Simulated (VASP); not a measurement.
## InSe: single point with PBEsol

The system is InSe.

```
In Se
1.0
     2.08000    1.20089    7.65134
    -2.08000    1.20089    7.65134
     0.00000   -2.40178    7.65134
In Se
2 2
Direct
  0.00000 0.00000 0.00000
  0.11220 0.11220 0.11220
  0.61550 0.61550 0.61550
  0.83000 0.83000 0.83000
```

This cell differs from its parent crystal: strain +0.040 along x and y, -0.080 along z.

- Program: VASP 6.6.1
- Task: single point
- Functional: PBEsol
- Potentials or basis: VASP PAW PBE potentials, release 64 (In_d, Se)
- Cutoff: 520 eV
- k mesh: 12 × 12 × 12
- Occupations: gaussian, width 0.03 eV
- Spin: no spin polarisation

```yaml
Pressure: 0.8 GPa
Largest_force: 1.400 eV/Å
Band_gap_on_the_k_mesh: 0.17 eV (least direct gap 0.35 eV)
```

Forces on the atoms (eV/Å):
```
In   0.000  0.000 -1.400
In   0.000  0.000  1.371
Se   0.000  0.000 -0.055
Se   0.000  0.000  0.084
```

Stress tensor (GPa, compression positive):
```
-2.00  0.00  0.00
 0.00 -2.00  0.00
 0.00  0.00  6.39
```

Levels at points of the mesh, in eV from the valence-band top:
| k point | band 17 | band 18 | band 19 | band 20 | band 21 | band 22 |
| --- | --- | --- | --- | --- | --- | --- |
| (0.00, 0.00, 0.00) | -1.75 | -1.69 | -1.69 | 1.26 | 1.68 | 3.43 |
| (0.50, 0.00, 0.00) | -2.62 | -2.59 | -1.66 | 0.77 | 1.75 | 4.08 |
| (0.50, 0.50, 0.00) | -2.74 | -2.30 | -1.54 | 0.91 | 1.67 | 3.24 |
| (0.50, 0.50, 0.50) | -1.55 | -1.55 | -0.32 | 0.17 | 1.39 | 3.28 |

Run time: 24 min on 1 thread of Intel(R) Xeon(R) Platinum 8259CL CPU @ 2.50GHz (Skylake/Cascade Lake) (shared host), peak memory 0.81 GiB.

Caveat: the cell differs from its parent crystal (strain +0.040 along x and y, -0.080 along z); the PAW data sets were made with another functional, which shifts forces and pressure a little; spin-orbit coupling is left out, which moves the levels of the heavy elements. A k mesh can miss the band edges.
